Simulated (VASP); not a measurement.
Write the native input for VASP 6.6.1 that does the following.

```yaml
Task: single point
Functional: PBE
Potentials_or_basis: VASP PAW PBE potentials, release 64 (Ag)
Cutoff: 520 eV
k_mesh: 14 × 14 × 14
Occupations: fermi-dirac, width 0.1 eV
Spin: no spin polarisation
Dipole_correction: no
Further_INCAR_settings: ALGO = Normal; EDIFF = 1e-07; NBANDS = 18
```

The structure of Ag lies in POSCAR:

```
Ag
1.0
    0.0000000000      3.1876595513      3.1876595513
    3.1876595513      0.0000000000      3.1876595513
    3.1876595513      3.1876595513      0.0000000000
Ag
2
Direct
    0.1250000000      0.1250000000      0.1250000000
    0.8750000000      0.8750000000      0.8750000000
```

This isn't the form of Ag at room conditions, which is fcc.

One way to write it, as run:

INCAR

```
SYSTEM = Ag
PREC = Accurate
ENCUT = 520
EDIFF = 1E-7
ISMEAR = -1
SIGMA = 0.1
LREAL = .False.
LASPH = .True.
NELM = 80
ALGO = Normal
ISIF = 2
LWAVE = .False.
LCHARG = .False.
GGA = PE
NBANDS = 18
```

KPOINTS

```
Automatic mesh
0
Gamma
  14 14 14
  0 0 0
```

Potentials or basis: VASP PAW PBE potentials, release 64 (Ag).

Launch:

```sh
$ cat potpaw_PBE.64/Ag/POTCAR > POTCAR
$ mpirun -np 1 vasp_std > vasp.out
```

It gave:

The pressure is -1.9 GPa and the band gap on the k mesh is zero (bands 11 and 12 overlap by 0.72 eV).

It took 54 s on 1 thread of AMD EPYC 9R45 96-Core Processor (Zen 5) (shared host), peak memory 0.23 GiB.
